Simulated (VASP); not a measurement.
# Be3Si (I4/mmm) in VASP: further runs, part 2 of 2

VASP 6.6.1. The steps go on from the part before.

### Step 5. Single point, LDA

INCAR

```
PREC = Accurate
ENCUT = 520
EDIFF = 1E-7
ISMEAR = 0
SIGMA = 0.1
LREAL = False
LASPH = True
NELM = 80
ALGO = Normal
ISIF = 2
LWAVE = False
LCHARG = True
LELF = True
LVHAR = True
NBANDS = 13
```

KPOINTS

```
regular mesh
0
Gamma
  7 7 7
```

POSCAR

```
Be3Si
1.0
   -1.7055660000      1.7055660000      3.4231330000
    1.7055660000     -1.7055660000      3.4231330000
    1.7055660000      1.7055660000     -3.4231330000
Be Si
3 1
Direct
    0.7500000000      0.2500000000      0.5000000000
    0.2500000000      0.7500000000      0.5000000000
    0.5000000000      0.5000000000      0.0000000000
    0.0000000000      0.0000000000      0.0000000000
```

Potentials or basis: VASP PAW LDA potentials, release 64 (Be, Si).

Command:

```sh
> cat potpaw_LDA.64/Be/POTCAR potpaw_LDA.64/Si/POTCAR > POTCAR
> mpirun -np 1 vasp_std > vasp.out
```

OUTCAR:

```text
PREC = Accurate
   ENCUT = 520
   EDIFF = 1E-7
   ISMEAR = 0
   LREAL = False
   LASPH = True
   NELM = 80
   ISIF = 2

 ion  position               nearest neighbor table
   1  0.750  0.250  0.500-   4 2.42   4 2.42   4 2.42   4 2.42
   2  0.250  0.750  0.500-   4 2.42   4 2.42   4 2.42   4 2.42
   3  0.500  0.500  0.000-   4 2.41   4 2.41   4 2.41   4 2.41
   4  0.000  0.000  0.000-   3 2.41   3 2.41   3 2.41   3 2.41   1 2.42   1 2.42   2 2.42   2 2.42
                             2 2.42   1 2.42   2 2.42   1 2.42

  LATTYP: Found a body centered tetragonal cell.
 ALAT       =     3.4111320000
 C/A-ratio  =     2.0070363738

  Lattice vectors:

 A1 = (  -1.7055660000,   1.7055660000,   3.4231330000)
 A2 = (   1.7055660000,  -1.7055660000,   3.4231330000)
 A3 = (   1.7055660000,   1.7055660000,  -3.4231330000)

Analysis of symmetry for initial positions (statically):
=====================================================================
 Subroutine PRICEL returns:
 Original cell was already a primitive cell.

 Routine SETGRP: Setting up the symmetry group for a
 body centered tetragonal supercell.

 Subroutine GETGRP returns: Found 16 space group operations
 (whereof 16 operations were pure point group operations)
 out of a pool of 16 trial point group operations.

The static configuration has the point symmetry D_4h.

Analysis of symmetry for dynamics (positions and initial velocities):
=====================================================================
 Subroutine PRICEL returns:
 Original cell was already a primitive cell.

 Routine SETGRP: Setting up the symmetry group for a
 body centered tetragonal supercell.

 Subroutine GETGRP returns: Found 16 space group operations
 (whereof 16 operations were pure point group operations)
 out of a pool of 16 trial point group operations.

The dynamic configuration has the point symmetry D_4h.

 Subroutine INISYM returns: Found 16 space group operations
 (whereof 16 operations are pure point group operations),
 and found     1 'primitive' translations

----------------------------------------------------------------------------------------

                                     Primitive cell

  volume of cell :      39.8310

  direct lattice vectors                    reciprocal lattice vectors
    -1.705566000  1.705566000  3.423133000     0.000000000  0.293157814  0.146065023
     1.705566000 -1.705566000  3.423133000     0.293157814  0.000000000  0.146065023
     1.705566000  1.705566000 -3.423133000     0.293157814  0.293157814  0.000000000

  length of vectors
     4.187570930  4.187570930  4.187570930     0.327530907  0.327530907  0.414587756

  position of ions in fractional coordinates (direct lattice)
     0.750000000  0.250000000  0.500000000
     0.250000000  0.750000000  0.500000000
     0.500000000  0.500000000  0.000000000
     0.000000000  0.000000000  0.000000000

  ion indices of the primitive-cell ions
   primitive index   ion index
                 1           1
                 2           2
                 3           3
                 4           4

----------------------------------------------------------------------------------------

 KPOINTS: regular mesh
[... 30 lines left out ...]
  0.285714  0.142857 -0.000000     16.000000
[... 16 lines left out ...]
 -0.142857  0.285714  0.142857      8.000000
 -0.428571  0.428571  0.142857      8.000000
 [... further k-points ...]
   k-points           NKPTS =     40   k-points in BZ     NKDIM =     40   number of bands    NBANDS=     13
   number of dos      NEDOS =    301   number of ions     NIONS =      4
   total plane-waves  NPLWV =  32768
   dimension x,y,z NGX =    32 NGY =   32 NGZ =   32
   dimension x,y,z NGXF=    64 NGYF=   64 NGZF=   64
   ions per type =               3   1
   NGX,Y,Z   is equivalent  to a cutoff of  12.70, 12.70, 12.70 a.u.
   NGXF,Y,Z  is equivalent  to a cutoff of  25.41, 25.41, 25.41 a.u.
 SYSTEM =  unknown system
   PREC   = accura    normal or accurate (medium, high low for compatibility)
   ISTART =      0    job   : 0-new  1-cont  2-samecut
   ICHARG =      2    charge: 1-file 2-atom 10-const
   ISPIN  =      1    spin polarized calculation?
   LNONCOLLINEAR =      F non collinear calculations
   LSORBIT =      F    spin-orbit coupling
   LASPH  =      T    aspherical Exc in radial PAW
   ENCUT  =  520.0 eV  38.22 Ry    6.18 a.u.   7.79  7.79  7.79*2*pi/ulx,y,z
   NELM   =     80;   NELMIN=  2; NELMDL= -5     # of ELM steps
   EDIFF  = 0.1E-06   stopping-criterion for ELM
   LREAL  =      F    real-space projection
   EDIFFG = 0.1E-05   stopping-criterion for IOM
   NSW    =      0    number of steps for IOM
   IBRION =     -1    ionic relax: 0-MD 1-quasi-New 2-CG
   NFREE  =      0    steps in history (QN), initial steepest desc. (CG)
   ISIF   =      2    stress and relaxation
   ISYM   =      2    0-nonsym 1-usesym 2-fastsym
   POTIM  = 0.5000    time-step for ionic-motion
   TEBEG  =    0.0;   TEEND  =   0.0 temperature during run
   PSTRESS=    0.0 pullay stress
   NELECT =      10.0000    total number of electrons
   NUPDOWN=      -1.0000    fix difference up-down
   EMIN   =  10.00;   EMAX   =-10.00  energy-range for DOS
   EFERMI =   0.00;   METHOD = LEGACY
   ISMEAR =     0;   SIGMA  =   0.10  broadening in eV -4-tet -1-fermi 0-gaus
   EFERMI_NEDOS =   21; number of points for ismear=-14 and -15
   IALGO  =     38    algorithm
   IMIX   =      4    mixing-type and parameters
     AMIX     =   0.40;   BMIX     =  1.00
     AMIX_MAG =   1.60;   BMIX_MAG =  1.00
  volume/ion in A,a.u.               =       9.96        67.20
  Fermi-wavevector in a.u.,A,eV,Ry     =   1.032764  1.951642 14.512003  1.066602
  Thomas-Fermi vector in A             =   2.166978
   LORBIT       =      0    0 simple, 1 ext, 2 COOP (PROOUT), +10 PAW based schemes
   GGA     = CA    functional components
   LHFCALC =     F    Hartree Fock is set to
   AEXX    =    0.0000 exact exchange contribution
   IVDW    =     0    specifies the selected vdW correction
   LEPSILON=     F    determine dielectric tensor
   LRPA    =     F    only Hartree local field effects (RPA)
 non-spin polarized calculation
 Gauss-broadening in eV      SIGMA  =   0.10
  energy-cutoff  :      520.00
  volume of cell :       39.83
 maximum number of plane-waves:      1089
   NGX = 15   NGY = 15   NGZ = 15

 number of electron      10.0000000 magnetization

 Free energy of the ion-electron system (eV)
  ---------------------------------------------------
  ext. energy  EPLUGINS =         0.00000000
  ---------------------------------------------------
  free energy    TOTEN  =       -17.49269820 eV

  energy without entropy =      -17.48682301  energy(sigma->0) =      -17.48976060

 E-fermi :   7.7718     XC(G=0): -10.7002

 val. band max:        7.7417585049   @ k =   0.1429   0.1429   0.0000
 cond. band min:       7.7921514619   @ k =  -0.2857   0.2857   0.1429
 fundamental gap:      0.0503929570
 Fermi energy:         7.7717661655

 k-point     1 :       0.0000    0.0000    0.0000
  band No.  band energies     occupation
      1      -4.8350      2.00000
      2       4.3836      2.00000
      3       7.1514      2.00000
      4       7.1514      2.00000
      5       7.8941      0.08350
      6       7.8941      0.08350
      7       8.6544      0.00000
      8       8.9165      0.00000
      9       9.9816      0.00000
     10      12.2370      0.00000
     11      14.8726      0.00000
     12      15.1995      0.00000
     13      15.1995      0.00000
[... 354 lines left out ...]
  band No.  band energies     occupation
      1      -1.1930      2.00000
      2       0.7494      2.00000
      3       1.5256      2.00000
      4       2.8473      2.00000
      5       7.1119      2.00000
      6       8.4549      0.00000
      7       9.4689      0.00000
      8      12.6151      0.00000
      9      12.8212      0.00000
     10      15.3083      0.00000
     11      16.3287      0.00000
     12      18.7933      0.00000
     13      19.1673      0.00000

 [... further k-points ...]
[... 5 lines left out ...]
  --------------------------------------------------------------------------------------
  -------------------------------------------------------------------------------------
  Total       -1.2912241     -1.2912241     -1.5814780      0.0000000      0.0000000      0.0000000
  in kB      -51.9387380    -51.9387380    -63.6140302      0.0000000      0.0000000      0.0000000
  external PRESSURE =     -55.8305021 kB  Pullay stress =       0.0000000 kB

 VOLUME and BASIS-vectors are now :
 -----------------------------------------------------------------------------
  energy-cutoff  :      520.00
  volume of cell :       39.83
      direct lattice vectors                 reciprocal lattice vectors
    -1.705566000  1.705566000  3.423133000     0.000000000  0.293157814  0.146065023
     1.705566000 -1.705566000  3.423133000     0.293157814  0.000000000  0.146065023
     1.705566000  1.705566000 -3.423133000     0.293157814  0.293157814  0.000000000

 POSITION                                       TOTAL-FORCE (eV/Angst)
 -----------------------------------------------------------------------------------
      0.00000      1.70557      1.71157         0.000000      0.000000      0.000000
      1.70557      0.00000      1.71157         0.000000     -0.000000     -0.000000
      0.00000      0.00000      3.42313        -0.000000      0.000000      0.000000
      0.00000      0.00000      0.00000        -0.000000      0.000000      0.000000
 -----------------------------------------------------------------------------------
    total drift:                                0.000000     -0.000000     -0.000000

  FREE ENERGIE OF THE ION-ELECTRON SYSTEM (eV)
  ---------------------------------------------------
  free  energy   TOTEN  =       -17.4926981977 eV

  energy  without entropy=      -17.4868230065  energy(sigma->0) =      -17.48976060
```

stdout:

```text
POSCAR found type information on POSCAR BeSi
 POSCAR found :  2 types and       4 ions
 scaLAPACK will be used
 LDA part: xc-table for (Slater(with rela. corr.)+CA(PZ))
 , standard interpolation
 POSCAR, INCAR and KPOINTS ok, starting setup
 FFT: planning ... GRIDC
 FFT: planning ... GRID_SOFT
 FFT: planning ... GRID
 WAVECAR not read
 entering main loop
```

Run time: 11 s. Hardware: 1 thread of AMD EPYC 9R45 (Zen 5), shared host; peak memory 0.12 GiB.

Results:

```
Free energy            : -17.4927 eV
Pressure               : -5.6 GPa
Band gap on the k mesh : zero (band 5 reaches 10.77 eV, above the bottom of band 6 at 6.46 eV)
```

Caveat: the k points lie up to 0.37 Å⁻¹ apart.

### Step 6. Summary

```csv
level,potentials or basis,k mesh,smearing,gap on the mesh (eV),pressure (GPa)
RPBE,"VASP PAW PBE potentials, release 64 (Be, Si)","4 × 1 × 1, shifted",methfessel-paxton 0.36 eV,none,0.3
PBE,"VASP PAW PBE potentials, release 64 (Be, Si)",3 × 3 × 4,gaussian 0.1 eV,none,-2.1
PBE,"VASP PAW PBE potentials, release 64 (Be, Si)",6 × 6 × 6,fermi-dirac 0.136057 eV,none,-1.1
LDA,"VASP PAW LDA potentials, release 64 (Be, Si)",7 × 7 × 7,gaussian 0.1 eV,none,-5.6
```

Alike in all rows: task single point; no spin polarisation; cell as given; cutoff (eV) 520.

Caveats: all runs use coarse meshes; the PAW data sets were made with another functional, which shifts forces and pressure a little (some runs).

Total energies depend on the potentials used, so only differences within one code and one set of settings carry meaning.
